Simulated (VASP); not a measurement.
# TiC (I4/mmm) in VASP: a series of runs, part 2 of 2

VASP 6.6.1.

## (4) Single point, r2SCAN (strain -0.015 along x and y, -0.030 along z)

The input, POSCAR:

```
TiC
1.0
    0.0000000000      2.1315400000      2.0990800000
    2.1315400000      0.0000000000      2.0990800000
    2.1315400000      2.1315400000      0.0000000000
Ti C
1 1
Direct
    0.0000000000      0.0000000000      0.0000000000
    0.5000000000      0.5000000000      0.5000000000
```

The input, INCAR.step1:

```
SYSTEM = TiC
PREC = Accurate
ENCUT = 520
ISMEAR = 0
SIGMA = 0.15
LREAL = .False.
LASPH = .True.
NELM = 80
NBANDS = 15
GGA = PE
ALGO = Normal
EDIFF = 1E-4
LWAVE = .True.
LCHARG = .False.
```

The input, INCAR.step2:

```
SYSTEM = TiC
PREC = Accurate
ENCUT = 520
EDIFF = 1E-6
ISMEAR = 0
SIGMA = 0.15
LREAL = .False.
LASPH = .True.
NELM = 80
ALGO = Normal
ISIF = 2
LWAVE = .False.
LCHARG = .True.
METAGGA = R2SCAN
LMIXTAU = .True.
LELF = .True.
LVHAR = .True.
NBANDS = 15
ISTART = 1
```

The input, KPOINTS:

```
Automatic mesh
0
Gamma
  18 18 18
  0 0 0
```

Potentials or basis: VASP PAW PBE potentials, release 64 (Ti_sv, C).

On the command line:

```sh
> cat potpaw_PBE.64/Ti_sv/POTCAR potpaw_PBE.64/C/POTCAR > POTCAR
> cp INCAR.step1 INCAR
> mpirun -np 1 vasp_std > vasp.out
> cp INCAR.step2 INCAR
> mpirun -np 1 vasp_std > vasp.out
```

OUTCAR:

```text
SYSTEM = TiC
   PREC = Accurate
   ENCUT = 520
   EDIFF = 1E-6
   ISMEAR = 0
   LREAL = .False.
   LASPH = .True.
   NELM = 80
   ISIF = 2
   METAGGA = R2SCAN
   ISTART = 1

 ion  position               nearest neighbor table
   1  0.000  0.000  0.000-   2 2.10   2 2.10   2 2.13   2 2.13   2 2.13   2 2.13
   2  0.500  0.500  0.500-   1 2.10   1 2.10   1 2.13   1 2.13   1 2.13   1 2.13

  LATTYP: Found a body centered tetragonal cell.
 ALAT       =     3.0144527767
 C/A-ratio  =     1.3926773152

  Lattice vectors:

 A1 = (   0.0000000000,  -2.1315400000,  -2.0990800000)
 A2 = (   0.0000000000,   2.1315400000,  -2.0990800000)
 A3 = (   2.1315400000,   0.0000000000,   2.0990800000)

Analysis of symmetry for initial positions (statically):
=====================================================================
 Subroutine PRICEL returns:
 Original cell was already a primitive cell.

 Routine SETGRP: Setting up the symmetry group for a
 body centered tetragonal supercell.

 Subroutine GETGRP returns: Found 16 space group operations
 (whereof 16 operations were pure point group operations)
 out of a pool of 16 trial point group operations.

The static configuration has the point symmetry D_4h.

Analysis of symmetry for dynamics (positions and initial velocities):
=====================================================================
 Subroutine PRICEL returns:
 Original cell was already a primitive cell.

 Routine SETGRP: Setting up the symmetry group for a
 body centered tetragonal supercell.

 Subroutine GETGRP returns: Found 16 space group operations
 (whereof 16 operations were pure point group operations)
 out of a pool of 16 trial point group operations.

The dynamic configuration has the point symmetry D_4h.

 Subroutine INISYM returns: Found 16 space group operations
 (whereof 16 operations are pure point group operations),
 and found     1 'primitive' translations

----------------------------------------------------------------------------------------

[... 123 lines left out ...]
 non-spin polarized calculation
 Gauss-broadening in eV      SIGMA  =   0.15
  energy-cutoff  :      520.00
  volume of cell :       19.07
 maximum number of plane-waves:       533
 NGX is ok and might be reduce to    24
   NGX = 11   NGY = 11   NGZ = 11

 number of electron      16.0000002 magnetization

 Free energy of the ion-electron system (eV)
  ---------------------------------------------------
  ext. energy  EPLUGINS =         0.00000000
  ---------------------------------------------------
  free energy    TOTEN  =       -24.79326198 eV

  energy without entropy =      -24.79033165  energy(sigma->0) =      -24.79179682

 E-fermi :  10.2579     XC(G=0): -13.9591

 val. band max:       10.2554564479   @ k =   0.1111   0.0000   0.0556
 cond. band min:      10.2652406019   @ k =   0.1111   0.1111   0.0000
 fundamental gap:      0.0097841540
 Fermi energy:        10.2578697899

 k-point     1 :       0.0000    0.0000    0.0000
  band No.  band energies     occupation
      1     -48.5299      2.00000
      2     -23.4760      2.00000
      3     -23.4759      2.00000
      4     -23.4629      2.00000
      5      -3.2543      2.00000
      6      11.0964      0.00000
      7      11.0964      0.00000
      8      11.2321      0.00000
      9      11.9721      0.00000
     10      11.9721      0.00000
     11      12.0493      0.00000
     12      12.0512      0.00000
     13      12.1653      0.00000
     14      22.4363      0.00000
[... 401 lines left out ...]
      2     -23.7844      2.00000
      3     -23.5135      2.00000
      4     -23.4983      2.00000
      5      -1.8689      2.00000
      6       7.3284      2.00000
      7       8.1638      2.00000
      8       8.5440      2.00000
      9      12.0472      0.00000
     10      12.5063      0.00000
     11      13.5732      0.00000
     12      16.0938      0.00000
     13      17.0555      0.00000
     14      22.9320      0.00000
     15      25.9727      0.00000

 [... further k-points ...]

------------------------ aborting loop because EDIFF is reached ----------------------------------------

  FORCE on cell =-STRESS in cart. coord.  units (eV):
  Direction    XX          YY          ZZ          XY          YZ          ZX
  --------------------------------------------------------------------------------------
  -------------------------------------------------------------------------------------
  Total        1.9479555      1.9479555      2.9334756      0.0000000     -0.0000000     -0.0000000
  in kB      163.6227342    163.6227342    246.4036323      0.0000000     -0.0000000     -0.0000000
  external PRESSURE =     191.2163669 kB  Pullay stress =       0.0000000 kB

 VOLUME and BASIS-vectors are now :
 -----------------------------------------------------------------------------
  energy-cutoff  :      520.00
  volume of cell :       19.07
      direct lattice vectors                 reciprocal lattice vectors
     0.000000000  2.131540000  2.099080000    -0.234572187  0.234572187  0.238199592
     2.131540000  0.000000000  2.099080000     0.234572187 -0.234572187  0.238199592
     2.131540000  2.131540000  0.000000000     0.234572187  0.234572187 -0.238199592

 POSITION                                       TOTAL-FORCE (eV/Angst)
 -----------------------------------------------------------------------------------
      0.00000      0.00000      0.00000        -0.000000      0.000000      0.000000
      2.13154      2.13154      2.09908         0.000000     -0.000000     -0.000000
 -----------------------------------------------------------------------------------
    total drift:                                0.000000     -0.000000     -0.000000

  FREE ENERGIE OF THE ION-ELECTRON SYSTEM (eV)
  ---------------------------------------------------
  free  energy   TOTEN  =       -24.7932619849 eV

  energy  without entropy=      -24.7903316515  energy(sigma->0) =      -24.79179682
```

It took 6 min on 1 thread of Intel Xeon Platinum 8488C (Sapphire Rapids), shared host; peak memory 0.25 GiB.

What came out:

```
Free energy            : -24.7933 eV
Pressure               : 19.1 GPa
Band gap on the k mesh : zero (band 8 reaches 11.23 eV, above the bottom of band 9 at 9.66 eV)
```

Stress tensor (GPa, compression positive):
```
16.36  0.00  0.00
 0.00 16.36  0.00
 0.00  0.00 24.64
```

Caveat: the cell differs from its parent crystal (strain -0.015 along x and y, -0.030 along z); the PAW data sets were made with another functional, which shifts forces and pressure a little.

## (5) Single point, r2SCAN (strain -0.030 along x and y, +0.015 along z)

The input, POSCAR:

```
TiC
1.0
    0.0000000000      2.0990800000      2.1964600000
    2.0990800000      0.0000000000      2.1964600000
    2.0990800000      2.0990800000      0.0000000000
Ti C
1 1
Direct
    0.0000000000      0.0000000000      0.0000000000
    0.5000000000      0.5000000000      0.5000000000
```

The input, INCAR.step1:

```
ALGO     = Normal         # electronic algorithm
EDIFF    = 1E-4           # SCF threshold, eV
ENCUT    = 520            # plane-wave cutoff, eV
GGA      = PE             # functional
ISMEAR   = 0              # smearing method
LASPH    = True           # aspherical terms in the spheres
LCHARG   = False          # write CHGCAR
LREAL    = False          # projectors in reciprocal space
LWAVE    = True           # write WAVECAR
NBANDS   = 15             # bands
NELM     = 80             # most SCF steps
PREC     = Accurate       # precision mode
SIGMA    = 0.15           # smearing width, eV
```

The input, INCAR.step2:

```
ALGO     = Normal         # electronic algorithm
EDIFF    = 1E-6           # SCF threshold, eV
ENCUT    = 520            # plane-wave cutoff, eV
ISIF     = 2              # what is computed and relaxed
ISMEAR   = 0              # smearing method
ISTART   = 1            
LASPH    = True           # aspherical terms in the spheres
LCHARG   = True           # write CHGCAR
LELF     = True           # ELF
LMIXTAU  = True         
LREAL    = False          # projectors in reciprocal space
LVHAR    = True         
LWAVE    = False          # write WAVECAR
METAGGA  = R2SCAN         # meta-GGA
NBANDS   = 15             # bands
NELM     = 80             # most SCF steps
PREC     = Accurate       # precision mode
SIGMA    = 0.15           # smearing width, eV
```

The input, KPOINTS:

```
k-points
0
Gamma
  18 18 18
```

On the command line:

```sh
> cat potpaw_PBE.64/Ti_sv/POTCAR potpaw_PBE.64/C/POTCAR > POTCAR
> cp INCAR.step1 INCAR
> mpirun -np 1 vasp_std > vasp.out
> cp INCAR.step2 INCAR
> mpirun -np 1 vasp_std > vasp.out
```

It took 6.2 min on 1 thread of Intel Xeon Platinum 8488C (Sapphire Rapids), shared host; peak memory 0.25 GiB.

Results (log left out):

```
Free energy            : -24.7884 eV
Pressure               : 15.3 GPa
Band gap on the k mesh : zero (band 8 reaches 11.10 eV, above the bottom of band 9 at 9.45 eV)
```

Stress tensor (GPa, compression positive):
```
22.37  0.00  0.00
 0.00 22.37  0.00
 0.00  0.00  1.20
```

Levels at points of the mesh, in eV from the Fermi level:
| k point | band 6 | band 7 | band 8 | band 9 | band 10 | band 11 |
| --- | --- | --- | --- | --- | --- | --- |
| (0.00, 0.00, 0.00) | 0.62 | 1.02 | 1.02 | 1.58 | 1.60 | 1.79 |
| (0.50, 0.00, 0.00) | -6.33 | -3.36 | -3.29 | 3.26 | 3.44 | 4.70 |
| (0.50, 0.50, 0.00) | -4.07 | -1.64 | 0.14 | 0.14 | 2.90 | 3.99 |
| (0.50, 0.00, 0.50) | -3.54 | -1.69 | -0.25 | -0.20 | 2.91 | 3.86 |

Caveat: the cell differs from its parent crystal (strain -0.030 along x and y, +0.015 along z); the PAW data sets were made with another functional, which shifts forces and pressure a little.

## (6) The runs side by side

| cell | gap on the mesh (eV) | pressure (GPa) |
| --- | --- | --- |
| a = 2.992, b = 2.992, c = 2.969 Å, angles 60.3, 60.3, 59.5°, 2 atoms | none | 24.4 |
| a = 3.015, b = 3.015, c = 2.969 Å, angles 60.5, 60.5, 59.0°, 2 atoms | none | 19.6 |
| a = 2.992, b = 2.992, c = 3.014 Å, angles 59.7, 59.7, 60.5°, 2 atoms | none | 19.1 |
| a = 3.038, b = 3.038, c = 2.969 Å, angles 60.8, 60.8, 58.5°, 2 atoms | none | 15.3 |

Alike in all rows: task single point; level r2SCAN; potentials or basis VASP PAW PBE potentials, release 64 (Ti_sv, C); no spin polarisation; k mesh 18 × 18 × 18; cutoff (eV) 520; smearing gaussian 0.15 eV.

Caveats: the PAW data sets were made with another functional, which shifts forces and pressure a little.

Absolute energies hang on the potentials; compare differences alone.
